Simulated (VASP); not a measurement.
# C (Fd-3m) in VASP: relaxation of cell and atoms with PBE

Aim: the relaxation of cell and atoms of C with PBE.

Program: VASP 6.6.1. These are calculated values, not measurements. Logs are shortened: lines on timing, memory, paths and dates and some standing lists are left out, and cuts for length are marked.

### Step 1. The cell of the first run

Symmetry: Fd-3m, No. 227, cubic system. The conventional cell has a = 3.567 Å, b = 3.567 Å, c = 3.567 Å, α = 90.00°, β = 90.00°, γ = 90.00°. C (site symmetry -43m) has 4 C at 1.54 Å within 2.1 Å.

### Step 2. Relaxation of cell and atoms, PBE

INCAR reads:

```
SYSTEM = C
PREC = Accurate
ENCUT = 600
EDIFF = 1E-7
ISMEAR = -5
SIGMA = 0.02
LREAL = .False.
LASPH = .True.
NELM = 120
ALGO = Normal
ISIF = 3
LWAVE = .False.
LCHARG = .False.
GGA = PE
IBRION = 2
NSW = 100
EDIFFG = -0.005
GGA_COMPAT = .False.
NELMIN = 4
```

KPOINTS reads:

```
regular mesh
0
Gamma
  12 12 12
  0 0 0
```

POSCAR reads:

```
C
1.0
    0.0000000000      1.7833700000      1.7833700000
    1.7833700000      0.0000000000      1.7833700000
    1.7833700000      1.7833700000      0.0000000000
C
2
Direct
    0.0000000000      0.0000000000      0.0000000000
    0.2500000000      0.2500000000      0.2500000000
```

Potentials or basis: VASP PAW PBE potentials, release 64 (C).

Launch:

```
$ cat potpaw_PBE.64/C/POTCAR > POTCAR
$ mpirun -np 1 vasp_std > vasp.out
```

OUTCAR:

```text
SYSTEM = C
   PREC = Accurate
   ENCUT = 600
   EDIFF = 1E-7
   ISMEAR = -5
   LREAL = .False.
   LASPH = .True.
   NELM = 120
   ISIF = 3
   GGA = PE
   IBRION = 2
   NSW = 100
   EDIFFG = -0.005
   NELMIN = 4

 ion  position               nearest neighbor table
   1  0.000  0.000  0.000-   2 1.54   2 1.54   2 1.54   2 1.54
   2  0.250  0.250  0.250-   1 1.54   1 1.54   1 1.54   1 1.54

  LATTYP: Found a face centered cubic cell.
 ALAT       =     3.5667400000

  Lattice vectors:

 A1 = (   0.0000000000,   1.7833700000,   1.7833700000)
 A2 = (   1.7833700000,   0.0000000000,   1.7833700000)
 A3 = (   1.7833700000,   1.7833700000,   0.0000000000)

Analysis of symmetry for initial positions (statically):
=====================================================================
 Subroutine PRICEL returns:
 Original cell was already a primitive cell.

 Routine SETGRP: Setting up the symmetry group for a
 face centered cubic supercell.

 Subroutine GETGRP returns: Found 48 space group operations
 (whereof 24 operations were pure point group operations)
 out of a pool of 48 trial point group operations.

The static configuration has the point symmetry T_d .
 The point group associated with its full space group is O_h .

Analysis of symmetry for dynamics (positions and initial velocities):
=====================================================================
 Subroutine PRICEL returns:
 Original cell was already a primitive cell.

 Routine SETGRP: Setting up the symmetry group for a
 face centered cubic supercell.

 Subroutine GETGRP returns: Found 48 space group operations
 (whereof 24 operations were pure point group operations)
 out of a pool of 48 trial point group operations.

The dynamic configuration has the point symmetry T_d .
 The point group associated with its full space group is O_h .

 Subroutine INISYM returns: Found 48 space group operations
 (whereof 24 operations are pure point group operations),
 and found     1 'primitive' translations

----------------------------------------------------------------------------------------

                                     Primitive cell

  volume of cell :      11.3437

  direct lattice vectors                    reciprocal lattice vectors
     0.000000000  1.783370000  1.783370000    -0.280368067  0.280368067  0.280368067
     1.783370000  0.000000000  1.783370000     0.280368067 -0.280368067  0.280368067
[... 103 lines left out ...]
   EFERMI_NEDOS =   21; number of points for ismear=-14 and -15
   IALGO  =     38    algorithm
   IMIX   =      4    mixing-type and parameters
     AMIX     =   0.40;   BMIX     =  1.00
     AMIX_MAG =   1.60;   BMIX_MAG =  1.00
  volume/ion in A,a.u.               =       5.67        38.28
  Fermi-wavevector in a.u.,A,eV,Ry     =   1.457203  2.753714 28.891161  2.123440
  Thomas-Fermi vector in A             =   2.574032
   LORBIT       =      0    0 simple, 1 ext, 2 COOP (PROOUT), +10 PAW based schemes
   GGA     = PE    functional components
   LHFCALC =     F    Hartree Fock is set to
   AEXX    =    0.0000 exact exchange contribution
   IVDW    =     0    specifies the selected vdW correction
   LEPSILON=     F    determine dielectric tensor
   LRPA    =     F    only Hartree local field effects (RPA)
 conjugate gradient relaxation of ions
 non-spin polarized calculation
 Fermi weights with tetrahedron method with Bloechl corrections
  energy-cutoff  :      600.00
  volume of cell :       11.34
 maximum number of plane-waves:       388
   NGX =  9   NGY =  9   NGZ =  9

--------------------------------------- Ionic step        1  -------------------------------------------

 number of electron       7.9999999 magnetization

 Free energy of the ion-electron system (eV)
  ---------------------------------------------------
  ext. energy  EPLUGINS =         0.00000000
  ---------------------------------------------------
  free energy    TOTEN  =       -18.19008997 eV

  energy without entropy =      -18.19008997  energy(sigma->0) =      -18.19008997

------------------------ aborting loop because EDIFF is reached ----------------------------------------

  FORCE on cell =-STRESS in cart. coord.  units (eV):
  Direction    XX          YY          ZZ          XY          YZ          ZX
  --------------------------------------------------------------------------------------
  -------------------------------------------------------------------------------------
  Total        0.1259033      0.1259033      0.1259033     -0.0000000     -0.0000000      0.0000000
  in kB       17.7825268     17.7825268     17.7825268     -0.0000000     -0.0000000      0.0000000
  external PRESSURE =      17.7825268 kB  Pullay stress =       0.0000000 kB
[... 59 lines left out ...]
--------------------------------------- Ionic step        3  -------------------------------------------

 number of electron       7.9999999 magnetization

 Free energy of the ion-electron system (eV)
  ---------------------------------------------------
  ext. energy  EPLUGINS =         0.00000000
  ---------------------------------------------------
  free energy    TOTEN  =       -18.19034445 eV

  energy without entropy =      -18.19034445  energy(sigma->0) =      -18.19034445

 E-fermi :   9.7131     XC(G=0): -13.2303

 val. band max:        9.6698146402   @ k =   0.0000   0.0000   0.0000
 cond. band min:      13.8141361220   @ k =   0.3333   0.3333   0.0000
 fundamental gap:      4.1443214818
 Fermi energy:         9.7130518856

 k-point     1 :       0.0000    0.0000    0.0000
  band No.  band energies     occupation
      1     -11.7521      2.00000
      2       9.6698      2.00000
      3       9.6698      2.00000
      4       9.6698      2.00000
      5      15.2488      0.00000
      6      15.2488      0.00000
      7      15.2488      0.00000
      8      22.9082      0.00000
[... 243 lines left out ...]
 k-point    24 :      -0.4167    0.1667    0.0000
  band No.  band energies     occupation
      1      -5.5928      2.00000
      2      -2.8186      2.00000
      3       4.2128      2.00000
      4       6.0962      2.00000
      5      17.1888      0.00000
      6      19.8735      0.00000
      7      20.8219      0.00000
      8      25.0592      0.00000

 [... further k-points ...]

------------------------ aborting loop because EDIFF is reached ----------------------------------------

  FORCE on cell =-STRESS in cart. coord.  units (eV):
  Direction    XX          YY          ZZ          XY          YZ          ZX
  --------------------------------------------------------------------------------------
  -------------------------------------------------------------------------------------
  Total        0.0008577      0.0008577      0.0008577     -0.0000000      0.0000000      0.0000000
  in kB        0.1206554      0.1206554      0.1206554     -0.0000000      0.0000000      0.0000000
  external PRESSURE =       0.1206554 kB  Pullay stress =       0.0000000 kB
[... 17 lines left out ...]
  FREE ENERGIE OF THE ION-ELECTRON SYSTEM (eV)
  ---------------------------------------------------
  free  energy   TOTEN  =       -18.1903444477 eV

  energy  without entropy=      -18.1903444477  energy(sigma->0) =      -18.19034445

 reached required accuracy - stopping structural energy minimisation
```

Run time: 9.2 s. Hardware: 1 thread of Intel Xeon Platinum 8488C (Sapphire Rapids), shared host; peak memory 0.12 GiB.

Results:

```
Free energy                            : -18.1903 eV
Relaxed volume                         : 5.69 Å³/atom
Relaxed cell                           : a = 2.525 Å, b = 2.525 Å, c = 2.525 Å, α = 60.00°, β = 60.00°, γ = 60.00°
Space group after relaxing (to 0.05 Å) : Fd-3m (No. 227)
Energy gained by relaxing              : 0.1 meV/atom
Ionic steps                            : 3
Pressure after relaxing                : 0.0 GPa
Band gap on the k mesh                 : 4.14 eV, indirect (least direct gap 5.58 eV)
```

Step by step:
```csv
step,energy change (eV),largest force (eV/Å),pressure (GPa),volume (Å³)
1,0.0000,0.0000,1.78,11.34
2,0.0001,0.0000,-2.15,11.45
3,-0.0003,0.0000,0.01,11.39
```

Final structure:
```
CELL_PARAMETERS angstrom
0.00000 1.78579 1.78579
1.78579 0.00000 1.78579
1.78579 1.78579 0.00000
ATOMIC_POSITIONS crystal
C 0.00000 0.00000 0.00000
C 0.25000 0.25000 0.25000
```

Levels at points of the mesh, in eV from the valence-band top:
```
           k point  band 1  band 2  band 3  band 4  band 5  band 6  band 7  band 8
(0.00, 0.00, 0.00)  -21.42    0.00    0.00    0.00    5.58    5.58    5.58   13.24
(0.50, 0.00, 0.00)  -15.67  -13.33   -2.79   -2.79    8.44    8.44    8.79   15.66
(0.50, 0.50, 0.00)  -12.74  -12.74   -6.27   -6.27    4.75    4.75   16.74   16.74
```

A k mesh can miss the band edges. Zero-point motion and thermal expansion aren't in these numbers.
